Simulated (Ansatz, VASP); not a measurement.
**PbF2 in VASP and in Ansatz**

File INCAR:

```
SYSTEM = PbF2
  PREC = Accurate
  ENCUT = 520
  EDIFF = 1E-6
  ISMEAR = 0
  SIGMA = 0.05
  LREAL = .FALSE.
  LASPH = .TRUE.
  NELM = 100
  ALGO = Normal
  ISIF = 2
  LWAVE = .FALSE.
  LCHARG = .FALSE.
  GGA = PS
  NBANDS = 21
```

KPOINTS

```
Automatic mesh
0
G
  8 8 8
  0 0 0
```

File POSCAR:

```
PbF2
1.0
    0.0371231250      2.9698500000      2.9698500000
    3.0069731250      0.0000000000      3.0069731250
    2.9698500000      2.9698500000      0.0371231250
Pb F
1 2
Direct
    0.0000000000      0.0000000000      0.0000000000
    0.2500000000      0.2500000000      0.2500000000
    0.7500000000      0.7500000000      0.7500000000
```

Input for Ansatz:

```yaml
crystal:
  lattice:
    - [0.037123125, 2.96985, 2.96985]
    - [3.006973125, 0.0, 3.006973125]
    - [2.96985, 2.96985, 0.037123125]
  atoms:
    - { symbol: Pb, position: [0.0, 0.0, 0.0] }
    - { symbol: F, position: [0.25, 0.25, 0.25] }
    - { symbol: F, position: [0.75, 0.75, 0.75] }
basis:
  ecutwfc: 420
kpoints:
  mp_grid: { grid: [8, 8, 8] }
hamiltonian:
  xc: pbesol
scf:
  occupations: { method: gaussian, width: 0.05 }
output:
  forces: true
  stress: true
  eigenvalues: true
```

Change from the starting cell: strain +0.0250 x Voigt [0, 0, 0, 0, 1, 0], atoms carried along.

Alike in both runs: task single point; functional PBEsol; k mesh 8 × 8 × 8; occupations gaussian, width 0.05 eV; no spin polarisation.

|  | VASP | Ansatz |
| --- | --- | --- |
| version | VASP 6.6.1 | Ansatz 0.2.0 |
| potentials or method | VASP PAW PBE potentials, release 64 (Pb_d, F), cutoff 520 eV | scalar-relativistic, plane waves, PAW |
| valence electrons in the cell | 28 | 28 |

VASP gave:

* gap on the k mesh at the Fermi level (eV): 4.30
* least direct gap on the mesh (eV): 4.45
* pressure (GPa): -1.7
* traceless stress, the component that is largest in VASP (GPa): -0.74
* rms of the force components (eV/Å): 0.027

Which values does Ansatz return?

gap on the k mesh at the Fermi level (eV): 4.31; least direct gap on the mesh (eV): 4.46; pressure (GPa): -1.5; traceless stress, the component that is largest in VASP (GPa): -0.73; rms of the force components (eV/Å): 0.026.

VASP's potentials were made for PBE, not for PBEsol. Atom by atom the forces differ by 0.001 eV/Å (rms over components). The functional is the same, so the differences come from potentials, cutoffs and numerics.

Spin-orbit coupling is off throughout.
